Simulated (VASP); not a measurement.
**Ti: single point with PBE**

The system is Ti.

```
Ti
1.0
     0.00000    3.01556    3.01556
     3.01556    0.00000    3.01556
     3.01556    3.01556    0.00000
Ti
2
Cartesian
  0.7539 0.7539 0.7539
  5.2772 5.2772 5.2772
```

This isn't the form of Ti at room conditions, which is hcp.

```yaml
Program: VASP 6.6.1
Task: single point
Functional: PBE
Potentials_or_basis: VASP PAW PBE potentials, release 64 (Ti_sv)
Cutoff: 520 eV
k_mesh: 10 × 10 × 10
Occupations: fermi-dirac, width 0.05 eV
Spin: collinear spin
Starting_moments: "[1.0, 1.0] μB"
Dipole_correction: no
Further_INCAR_settings: ALGO = Normal; EDIFF = 1e-06; NBANDS = 23
```

| Quantity | Value |
| --- | --- |
| Pressure | 0.0 GPa |
| Net moment | 4.57 μB per cell |
| Site moments | Ti +1.76 μB |
| Valence electrons inside the program's atomic spheres | Ti 10.31 |

Levels at points of the mesh, in eV from the Fermi level:
Spin up:
| k point | band 12 | band 13 | band 14 | band 15 | band 16 | band 17 |
| --- | --- | --- | --- | --- | --- | --- |
| (0.00, 0.00, 0.00) | -0.83 | -0.83 | -0.83 | 0.90 | 0.90 | 0.90 |
| (0.50, 0.00, 0.00) | -0.81 | -0.75 | -0.75 | -0.54 | 1.60 | 1.60 |
| (0.50, 0.50, 0.00) | -0.92 | -0.66 | -0.66 | 0.93 | 0.93 | 2.50 |
Spin down:
```csv
k point,band 8,band 9,band 10,band 11,band 12,band 13
"(0.00, 0.00, 0.00)",-31.69,-3.81,0.59,0.59,1.11,1.11
"(0.50, 0.00, 0.00)",-31.64,-1.02,-0.66,0.54,0.54,1.19
"(0.50, 0.50, 0.00)",-31.58,-0.67,-0.67,0.94,0.94,1.31
```

Wall time 42 s on 1 thread of Intel(R) Xeon(R) 6975P-C (Granite Rapids), on a shared host, peak memory 0.25 GiB.
